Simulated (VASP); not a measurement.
Here is a VASP 6.6.1 calculation.

Contents of INCAR:

```
  ALGO = Normal
  EDIFF = 1E-8
  ENCUT = 520
  GGA = PS
  ISIF = 2
  ISMEAR = -1
  LASPH = True
  LCHARG = False
  LEFG = True
  LREAL = False
  LWAVE = False
  NBANDS = 20
  NELM = 100
  PREC = Accurate
  SIGMA = 0.05
```

Contents of KPOINTS:

```
k-points
0
Gamma
  11 11 6
```

Contents of POSCAR:

```
Tl
1.0
    3.4559983565      0.0000000000      0.0000000000
   -1.7279991783      2.9929823722      0.0000000000
    0.0000000000      0.0000000000      5.5250000000
Tl
2
Direct
    0.3333333333      0.6666666667      0.2500000000
    0.6666666667      0.3333333333      0.7500000000
```

Potentials or basis: VASP PAW PBE potentials, release 64 (Tl_d).

Launch:

```bash
$ cat potpaw_PBE.64/Tl_d/POTCAR > POTCAR
$ mpirun -np 1 vasp_std > vasp.out
```

Q: Predict the band gap on the k mesh.

A: Zero (bands 13 and 14 overlap by 5.66 eV).

Q: What does it give for the pressure?

A: -0.1 GPa.

Stress tensor (GPa, compression positive):
```
-0.10  0.00  0.00
 0.00 -0.10  0.00
 0.00  0.00 -0.01
```

Caveat: without QUAD_EFG the Cq values of the log hold for a quadrupole moment of 1 mb, not for the nuclei; the PAW data sets were made with another functional, which shifts forces and pressure a little; spin-orbit coupling is left out, which moves the levels of the heavy elements.
